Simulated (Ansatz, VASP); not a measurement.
Two plane-wave programs on CdI2

Contents of INCAR:

```
SYSTEM = CdI2
PREC = Accurate
ENCUT = 400
EDIFF = 1E-6
ISMEAR = 0
SIGMA = 0.1
LREAL = .False.
LASPH = .True.
NELM = 120
ALGO = Normal
ISIF = 2
LWAVE = .False.
LCHARG = .False.
LDIPOL = .True.
IDIPOL = 3
DIPOL = 0.5 0.5 0.500
GGA = PE
IVDW = 12
NBANDS = 35
GGA_COMPAT = .False.
NELMDL = -8
```

Contents of KPOINTS:

```
Automatic mesh
0
Gamma
  6 6 1
  0 0 0
```

File POSCAR:

```
CdI2
1.0
    3.4330353300      0.0000000000      0.0000000000
   -1.7165172000      2.9730950900      0.0000000000
    0.0000000000      0.0000000000     25.0000000000
Cd I
2 4
Direct
    0.0000000000      0.0000000000      0.3650688700
    0.3333333300      0.6666666700      0.6349311300
    0.3333333300      0.6666666700      0.2985377400
    0.6666666700      0.3333333300      0.4316000000
    0.6666666700      0.3333333300      0.5684000000
    0.0000000000      0.0000000000      0.7014622600
```

Input for Ansatz:

```yaml
crystal:
  lattice:
    - [3.43303533, 0.0, 0.0]
    - [-1.7165172, 2.97309509, 0.0]
    - [0.0, 0.0, 25.0]
  atoms:
    - { symbol: Cd, position: [0.0, 0.0, 0.36506887] }
    - { symbol: Cd, position: [0.33333333, 0.66666667, 0.63493113] }
    - { symbol: I, position: [0.33333333, 0.66666667, 0.29853774] }
    - { symbol: I, position: [0.66666667, 0.33333333, 0.4316] }
    - { symbol: I, position: [0.66666667, 0.33333333, 0.5684] }
    - { symbol: I, position: [0.0, 0.0, 0.70146226] }
  periodic: [true, true, false]
basis:
  ecutwfc: 420
kpoints:
  mp_grid: { grid: [6, 6, 1] }
hamiltonian:
  xc: pbe
  dispersion: d3bj
scf:
  occupations: { method: gaussian, width: 0.1 }
  lower_state_search: "off"
output:
  forces: true
  stress: true
  eigenvalues: true
```

Alike in both runs: task single point; functional PBE; dispersion D3(BJ); k mesh 6 × 6 × 1; occupations gaussian, width 0.1 eV; no spin polarisation.

|  | VASP | Ansatz |
| --- | --- | --- |
| version | VASP 6.6.1 | Ansatz 0.2.0 |
| potentials or method | VASP PAW PBE potentials, release 64 (Cd, I), cutoff 400 eV | scalar-relativistic, plane waves, PAW |
| valence electrons in the cell | 52 | 108 |

Ansatz gave:

- gap on the k mesh at the Fermi level (eV): 1.00
- least direct gap on the mesh (eV): 2.15
- rms of the force components (eV/Å): 2.278

Problem. Estimate VASP's values.

Solution. gap on the k mesh at the Fermi level (eV): 0.98; least direct gap on the mesh (eV): 2.13; rms of the force components (eV/Å): 2.343.

Atom by atom the forces differ by 0.065 eV/Å (rms over components). VASP's potentials hold 52 valence electrons a cell and Ansatz's 108, so a difference there can come from the potentials and not from the codes. Ansatz's warnings: slab cell height set, structure snapped to symmetry.

Neither program's run includes spin-orbit coupling.
